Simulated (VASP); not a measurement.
# CuAu (P4/mmm) in VASP: notebook

CuAu is run at these levels: PBE; tasks: single point.

All numbers are computed with VASP 6.6.1; they aren't measurements. Logs are shortened: lines on timing, memory, paths and dates and some standing lists are left out, and cuts for length are marked.

**1. The cell of the first run**

The structure is tetragonal, space group P4/mmm (No. 123). The conventional cell has a = 2.688 Å, b = 2.688 Å, c = 3.670 Å, α = 90.00°, β = 90.00°, γ = 90.00°. Within 3.5 Å of Cu (site symmetry 4/mmm) lie 8 Au at 2.64 Å and 4 Cu at 2.69 Å. Within 3.5 Å of Au (site symmetry 4/mmm) lie 8 Cu at 2.64 Å and 4 Au at 2.69 Å.

**2. Single point, PBE (strain -0.0400 x Voigt [1, 1, 0, 0, 0, 0])**

Input file INCAR:

```
SYSTEM = CuAu
ALGO = Fast ; EDIFF = 1E-6
ENCUT = 520 ; GGA = PE
ISIF = 2 ; ISMEAR = 0
LASPH = .TRUE. ; LCHARG = .TRUE.
LELF = .TRUE. ; LREAL = .FALSE.
LVHAR = .TRUE. ; LWAVE = .FALSE.
NBANDS = 18 ; NELM = 80
PREC = Accurate ; SIGMA = 0.15
```

Input file KPOINTS:

```
k-points
0
G
  18 18 14
  0 0 0
```

Input file POSCAR:

```
CuAu
1.0
    2.6880000000      0.0000000000      0.0000000000
    0.0000000000      2.6880000000      0.0000000000
    0.0000000000      0.0000000000      3.6700000000
Cu Au
1 1
Direct
    0.5000000000      0.5000000000      0.5000000000
    0.0000000000      0.0000000000      0.0000000000
```

Potentials or basis: VASP PAW PBE potentials, release 64 (Cu, Au).

Launch:

```sh
$ cat potpaw_PBE.64/Cu/POTCAR potpaw_PBE.64/Au/POTCAR > POTCAR
$ mpirun -np 1 vasp_std > vasp.out
```

OUTCAR:

```text
SYSTEM = CuAu
   EDIFF = 1E-6
   ENCUT = 520
   GGA = PE
   ISIF = 2
   ISMEAR = 0
   LASPH = .TRUE.
   LREAL = .FALSE.
   NELM = 80
   PREC = Accurate

 ion  position               nearest neighbor table
   1  0.500  0.500  0.500-   2 2.64   2 2.64   2 2.64   2 2.64   2 2.64   2 2.64   2 2.64   2 2.64

   2  0.000  0.000  0.000-   1 2.64   1 2.64   1 2.64   1 2.64   1 2.64   1 2.64   1 2.64   1 2.64

  LATTYP: Found a simple tetragonal cell.
 ALAT       =     2.6880000000
 C/A-ratio  =     1.3653273810

  Lattice vectors:

 A1 = (   2.6880000000,   0.0000000000,   0.0000000000)
 A2 = (   0.0000000000,   2.6880000000,   0.0000000000)
 A3 = (   0.0000000000,   0.0000000000,   3.6700000000)

Analysis of symmetry for initial positions (statically):
=====================================================================
 Subroutine PRICEL returns:
 Original cell was already a primitive cell.

 Routine SETGRP: Setting up the symmetry group for a
 simple tetragonal supercell.

 Subroutine GETGRP returns: Found 16 space group operations
 (whereof 16 operations were pure point group operations)
 out of a pool of 16 trial point group operations.

The static configuration has the point symmetry D_4h.

Analysis of symmetry for dynamics (positions and initial velocities):
=====================================================================
 Subroutine PRICEL returns:
 Original cell was already a primitive cell.

 Routine SETGRP: Setting up the symmetry group for a
 simple tetragonal supercell.

 Subroutine GETGRP returns: Found 16 space group operations
 (whereof 16 operations were pure point group operations)
 out of a pool of 16 trial point group operations.

The dynamic configuration has the point symmetry D_4h.

 Subroutine INISYM returns: Found 16 space group operations
 (whereof 16 operations are pure point group operations),
 and found     1 'primitive' translations

----------------------------------------------------------------------------------------

                                     Primitive cell

  volume of cell :      26.5170

  direct lattice vectors                    reciprocal lattice vectors
     2.688000000  0.000000000  0.000000000     0.372023810  0.000000000  0.000000000
     0.000000000  2.688000000  0.000000000     0.000000000  0.372023810  0.000000000
     0.000000000  0.000000000  3.670000000     0.000000000  0.000000000  0.272479564

  length of vectors
     2.688000000  2.688000000  3.670000000     0.372023810  0.372023810  0.272479564

  position of ions in fractional coordinates (direct lattice)
     0.500000000  0.500000000  0.500000000
     0.000000000  0.000000000  0.000000000

  ion indices of the primitive-cell ions
   primitive index   ion index
                 1           1
                 2           2

----------------------------------------------------------------------------------------

 KPOINTS: k-points

Automatic generation of k-mesh.
 Grid dimensions read from file:
 generate k-points for:   18   18   14

 Generating k-lattice:

  Cartesian coordinates                     Fractional coordinates (reciprocal lattice)
     0.020667989  0.000000000  0.000000000     0.055555556  0.000000000  0.000000000
     0.000000000  0.020667989  0.000000000     0.000000000  0.055555556  0.000000000
     0.000000000  0.000000000  0.019462826     0.000000000  0.000000000  0.071428571

  Length of vectors
     0.020667989  0.020667989  0.019462826

  Shift w.r.t. Gamma in fractional coordinates (k-lattice)
     0.000000000  0.000000000  0.000000000

 Subroutine IBZKPT returns following result:
 ===========================================

 Found    440 irreducible k-points:

 Following reciprocal coordinates:
            Coordinates               Weight
  0.000000  0.000000  0.000000      1.000000
  0.055556  0.000000  0.000000      4.000000
  0.111111  0.000000  0.000000      4.000000
  0.166667  0.000000  0.000000      4.000000
  0.222222  0.000000  0.000000      4.000000
  0.277778  0.000000  0.000000      4.000000
[... 16 lines left out ...]
  0.277778  0.111111  0.000000      8.000000
  0.333333  0.111111  0.000000      8.000000
 [... further k-points ...]
   k-points           NKPTS =    440   k-points in BZ     NKDIM =    440   number of bands    NBANDS=     18
   number of dos      NEDOS =    301   number of ions     NIONS =      2
   total plane-waves  NPLWV =  11200
   dimension x,y,z NGX =    20 NGY =   20 NGZ =   28
   dimension x,y,z NGXF=    40 NGYF=   40 NGZF=   56
   ions per type =               1   1
   NGX,Y,Z   is equivalent  to a cutoff of  12.37, 12.37, 12.68 a.u.
   NGXF,Y,Z  is equivalent  to a cutoff of  24.74, 24.74, 25.37 a.u.
 SYSTEM =  CuAu
   PREC   = accura    normal or accurate (medium, high low for compatibility)
   ISTART =      0    job   : 0-new  1-cont  2-samecut
   ICHARG =      2    charge: 1-file 2-atom 10-const
   ISPIN  =      1    spin polarized calculation?
   LNONCOLLINEAR =      F non collinear calculations
   LSORBIT =      F    spin-orbit coupling
   LASPH  =      T    aspherical Exc in radial PAW
   ENCUT  =  520.0 eV  38.22 Ry    6.18 a.u.   5.00  5.00  6.82*2*pi/ulx,y,z
   NELM   =     80;   NELMIN=  2; NELMDL= -5     # of ELM steps
   EDIFF  = 0.1E-05   stopping-criterion for ELM
   LREAL  =      F    real-space projection
   EDIFFG = 0.1E-04   stopping-criterion for IOM
   NSW    =      0    number of steps for IOM
   IBRION =     -1    ionic relax: 0-MD 1-quasi-New 2-CG
   NFREE  =      0    steps in history (QN), initial steepest desc. (CG)
   ISIF   =      2    stress and relaxation
   ISYM   =      2    0-nonsym 1-usesym 2-fastsym
   POTIM  = 0.5000    time-step for ionic-motion
   TEBEG  =    0.0;   TEEND  =   0.0 temperature during run
   PSTRESS=    0.0 pullay stress
   NELECT =      22.0000    total number of electrons
   NUPDOWN=      -1.0000    fix difference up-down
   EMIN   =  10.00;   EMAX   =-10.00  energy-range for DOS
   EFERMI =   0.00;   METHOD = LEGACY
   ISMEAR =     0;   SIGMA  =   0.15  broadening in eV -4-tet -1-fermi 0-gaus
   EFERMI_NEDOS =   21; number of points for ismear=-14 and -15
   IALGO  =     68    algorithm
   IMIX   =      4    mixing-type and parameters
     AMIX     =   0.40;   BMIX     =  1.00
     AMIX_MAG =   1.60;   BMIX_MAG =  1.00
  volume/ion in A,a.u.               =      13.26        89.47
  Fermi-wavevector in a.u.,A,eV,Ry     =   1.538299  2.906964 32.196349  2.366365
  Thomas-Fermi vector in A             =   2.644687
   LORBIT       =      0    0 simple, 1 ext, 2 COOP (PROOUT), +10 PAW based schemes
   GGA     = PE    functional components
   LHFCALC =     F    Hartree Fock is set to
   AEXX    =    0.0000 exact exchange contribution
   IVDW    =     0    specifies the selected vdW correction
   LEPSILON=     F    determine dielectric tensor
   LRPA    =     F    only Hartree local field effects (RPA)
 non-spin polarized calculation
 RMM-DIIS sequential band-by-band and
 Gauss-broadening in eV      SIGMA  =   0.15
  energy-cutoff  :      520.00
  volume of cell :       26.52
 maximum number of plane-waves:       728
 NGX is ok and might be reduce to    20
   NGX =  9   NGY =  9   NGZ = 13

 number of electron      22.0000012 magnetization

 Free energy of the ion-electron system (eV)
  ---------------------------------------------------
  ext. energy  EPLUGINS =         0.00000000
  ---------------------------------------------------
  free energy    TOTEN  =        -6.81595924 eV

  energy without entropy =       -6.81050910  energy(sigma->0) =       -6.81323417

 E-fermi :  10.2500     XC(G=0): -13.2212

 val. band max:       10.2465611366   @ k =   0.5000   0.1111   0.4286
 cond. band min:      10.2619918694   @ k =   0.2222   0.2222   0.4286
 fundamental gap:      0.0154307328
 Fermi energy:        10.2500221053

 k-point     1 :       0.0000    0.0000    0.0000
  band No.  band energies     occupation
      1      -0.5077      2.00000
      2       2.6891      2.00000
      3       2.8953      2.00000
      4       5.8106      2.00000
      5       5.8106      2.00000
      6       6.9422      2.00000
[... 10 lines left out ...]
     17      28.1766      0.00000
     18      28.6763      0.00000

 k-point     2 :       0.0556    0.0000    0.0000
  band No.  band energies     occupation
      1      -0.4262      2.00000
      2       2.7364      2.00000
      3       2.9427      2.00000
      4       5.7507      2.00000
      5       5.8304      2.00000
      6       6.9576      2.00000
[... 10 lines left out ...]
     17      28.1535      0.00000
     18      29.2034      0.00000

 k-point     3 :       0.1111    0.0000    0.0000
  band No.  band energies     occupation
      1      -0.1876      2.00000
      2       2.8524      2.00000
      3       3.1060      2.00000
      4       5.5751      2.00000
      5       5.8890      2.00000
      6       6.9981      2.00000
[... 10 lines left out ...]
     17      27.8174      0.00000
     18      30.7908      0.00000

 k-point     4 :       0.1667    0.0000    0.0000
  band No.  band energies     occupation
      1       0.1911      2.00000
      2       2.9999      2.00000
      3       3.4074      2.00000
      4       5.3016      2.00000
      5       5.9836      2.00000
      6       6.8164      2.00000
[... 375 lines left out ...]
      4       4.9486      2.00000
      5       5.7531      2.00000
      6       6.3186      2.00000
[... 10 lines left out ...]
     17      27.6192      0.00000
     18      30.3951      0.00000

 k-point    23 :       0.2778    0.1111    0.0000
  band No.  band energies     occupation
      1       1.5481      2.00000
      2       3.6237      2.00000
      3       4.3005      2.00000
      4       4.5997      2.00000
      5       5.7765      2.00000
      6       6.1073      2.00000
[... 10 lines left out ...]
     17      26.4989      0.00000
     18      30.2286      0.00000

 k-point    24 :       0.3333    0.1111    0.0000
  band No.  band energies     occupation
      1       2.1152      2.00000
      2       3.8271      2.00000
      3       4.2878      2.00000
      4       4.5877      2.00000
      5       5.7859      2.00000
      6       6.0344      2.00000
[... 10 lines left out ...]
     17      25.2013      0.00000
     18      28.8946      0.00000

 [... further k-points ...]
[... 5 lines left out ...]
  --------------------------------------------------------------------------------------
  -------------------------------------------------------------------------------------
  Total        4.4542407      4.4542407      3.6684077      0.0000000      0.0000000      0.0000000
  in kB      269.1284881    269.1284881    221.6478819      0.0000000      0.0000000      0.0000000
  external PRESSURE =     253.3016194 kB  Pullay stress =       0.0000000 kB

 VOLUME and BASIS-vectors are now :
 -----------------------------------------------------------------------------
  energy-cutoff  :      520.00
  volume of cell :       26.52
      direct lattice vectors                 reciprocal lattice vectors
     2.688000000  0.000000000  0.000000000     0.372023810  0.000000000  0.000000000
     0.000000000  2.688000000  0.000000000     0.000000000  0.372023810  0.000000000
     0.000000000  0.000000000  3.670000000     0.000000000  0.000000000  0.272479564

 POSITION                                       TOTAL-FORCE (eV/Angst)
 -----------------------------------------------------------------------------------
      1.34400      1.34400      1.83500         0.000000      0.000000      0.000000
      0.00000      0.00000      0.00000         0.000000      0.000000      0.000000
 -----------------------------------------------------------------------------------
    total drift:                               -0.000000      0.000000      0.000000

  FREE ENERGIE OF THE ION-ELECTRON SYSTEM (eV)
  ---------------------------------------------------
  free  energy   TOTEN  =        -6.8159592386 eV

  energy  without entropy=       -6.8105090966  energy(sigma->0) =       -6.81323417
```

Wall time 78 s (1 thread of Intel Xeon 6975P-C (Granite Rapids), shared host); peak memory 0.31 GiB.

What came out:

- Free energy: -6.8160 eV
- Pressure: 25.3 GPa
- Band gap on the k mesh: zero (band 11 reaches 16.00 eV, above the bottom of band 12 at 8.09 eV)

Stress tensor (GPa, compression positive):
```
26.91  0.00  0.00
 0.00 26.91  0.00
 0.00  0.00 22.16
```

Caveat: the cell differs from its parent crystal (strain -0.0400 x Voigt [1, 1, 0, 0, 0, 0]); spin-orbit coupling is left out, which moves the levels of the heavy elements.

**3. Single point, PBE (strain -0.0300 x Voigt [1, 1, 0, 0, 0, 0])**

Input file INCAR:

```
PREC = Accurate ; ENCUT = 520
EDIFF = 1E-7 ; ISMEAR = 0
SIGMA = 0.15 ; LREAL = F
LASPH = T ; NELM = 60
ALGO = Fast ; ISIF = 2
LWAVE = F ; LCHARG = F
GGA = PE ; NBANDS = 18
```

Input file KPOINTS:

```
Automatic mesh
0
Gamma
  18 18 14
```

Input file POSCAR:

```
CuAu
1.0
    2.7160000000      0.0000000000      0.0000000000
    0.0000000000      2.7160000000      0.0000000000
    0.0000000000      0.0000000000      3.6700000000
Cu Au
1 1
Direct
    0.5000000000      0.5000000000      0.5000000000
    0.0000000000      0.0000000000      0.0000000000
```

Potentials or basis: VASP PAW PBE potentials, release 64 (Cu, Au).

Launch:

```sh
$ cat potpaw_PBE.64/Cu/POTCAR potpaw_PBE.64/Au/POTCAR > POTCAR
$ mpirun -np 1 vasp_std > vasp.out
```

OUTCAR:

```text
PREC = Accurate
   ENCUT = 520
   EDIFF = 1E-7
   ISMEAR = 0
   LREAL = F
   LASPH = T
   NELM = 60
   ISIF = 2
   GGA = PE

 ion  position               nearest neighbor table
   1  0.500  0.500  0.500-   2 2.66   2 2.66   2 2.66   2 2.66   2 2.66   2 2.66   2 2.66   2 2.66

   2  0.000  0.000  0.000-   1 2.66   1 2.66   1 2.66   1 2.66   1 2.66   1 2.66   1 2.66   1 2.66

  LATTYP: Found a simple tetragonal cell.
 ALAT       =     2.7160000000
 C/A-ratio  =     1.3512518409

  Lattice vectors:

 A1 = (   2.7160000000,   0.0000000000,   0.0000000000)
 A2 = (   0.0000000000,   2.7160000000,   0.0000000000)
 A3 = (   0.0000000000,   0.0000000000,   3.6700000000)

Analysis of symmetry for initial positions (statically):
=====================================================================
 Subroutine PRICEL returns:
 Original cell was already a primitive cell.

 Routine SETGRP: Setting up the symmetry group for a
 simple tetragonal supercell.

 Subroutine GETGRP returns: Found 16 space group operations
 (whereof 16 operations were pure point group operations)
 out of a pool of 16 trial point group operations.

[... 156 lines left out ...]
  ---------------------------------------------------
  ext. energy  EPLUGINS =         0.00000000
  ---------------------------------------------------
  free energy    TOTEN  =        -6.89780985 eV

  energy without entropy =       -6.89185266  energy(sigma->0) =       -6.89483126

 E-fermi :   9.9090     XC(G=0): -13.0964

 val. band max:        9.8998930066   @ k =   0.2778   0.1667   0.4286
 cond. band min:       9.9144045250   @ k =   0.5000   0.0556   0.2143
 fundamental gap:      0.0145115185
 Fermi energy:         9.9089899179

 k-point     1 :       0.0000    0.0000    0.0000
  band No.  band energies     occupation
      1      -0.6313      2.00000
      2       2.5638      2.00000
      3       2.7580      2.00000
      4       5.5426      2.00000
      5       5.5426      2.00000
      6       6.7120      2.00000
[... 481 lines left out ...]
      5       5.5403      2.00000
      6       5.7617      2.00000
[... 10 lines left out ...]
     17      24.7500      0.00000
     18      28.2429      0.00000

 [... further k-points ...]
[... 5 lines left out ...]
  --------------------------------------------------------------------------------------
  -------------------------------------------------------------------------------------
  Total        3.4539644      3.4539644      2.8994145      0.0000000      0.0000000      0.0000000
  in kB      204.4103296    204.4103296    171.5913115      0.0000000      0.0000000      0.0000000
  external PRESSURE =     193.4706569 kB  Pullay stress =       0.0000000 kB

 VOLUME and BASIS-vectors are now :
 -----------------------------------------------------------------------------
  energy-cutoff  :      520.00
  volume of cell :       27.07
      direct lattice vectors                 reciprocal lattice vectors
     2.716000000  0.000000000  0.000000000     0.368188513  0.000000000  0.000000000
     0.000000000  2.716000000  0.000000000     0.000000000  0.368188513  0.000000000
     0.000000000  0.000000000  3.670000000     0.000000000  0.000000000  0.272479564

 POSITION                                       TOTAL-FORCE (eV/Angst)
 -----------------------------------------------------------------------------------
      1.35800      1.35800      1.83500         0.000000      0.000000      0.000000
      0.00000      0.00000      0.00000         0.000000      0.000000      0.000000
 -----------------------------------------------------------------------------------
    total drift:                               -0.000000      0.000000      0.000000

  FREE ENERGIE OF THE ION-ELECTRON SYSTEM (eV)
  ---------------------------------------------------
  free  energy   TOTEN  =        -6.8978098492 eV

  energy  without entropy=       -6.8918526612  energy(sigma->0) =       -6.89483126
```

stdout:

```text
POSCAR found type information on POSCAR CuAu
 POSCAR found :  2 types and       2 ions
 scaLAPACK will be used
 LDA part: xc-table for (Slater+PW92), standard interpolation
 POSCAR, INCAR and KPOINTS ok, starting setup
 FFT: planning ... GRIDC
 FFT: planning ... GRID_SOFT
 FFT: planning ... GRID
 WAVECAR not read
 entering main loop
WARNING in EDDRMM: call to ZHEGV failed, returncode =   8  4     16
WARNING in EDDRMM: call to ZHEGV failed, returncode =   8  4     18
WARNING in EDDRMM: call to ZHEGV failed, returncode =   8  4     17
```

Wall time 81 s (1 thread of Intel Xeon 6975P-C (Granite Rapids), shared host); peak memory 0.32 GiB.

Results:

* Free energy: -6.8978 eV
* Pressure: 19.3 GPa
* Band gap on the k mesh: zero (band 11 reaches 15.59 eV, above the bottom of band 12 at 7.78 eV)

Caveat: the cell differs from its parent crystal (strain -0.0300 x Voigt [1, 1, 0, 0, 0, 0]); spin-orbit coupling is left out, which moves the levels of the heavy elements.

[end of part 1 of 2]
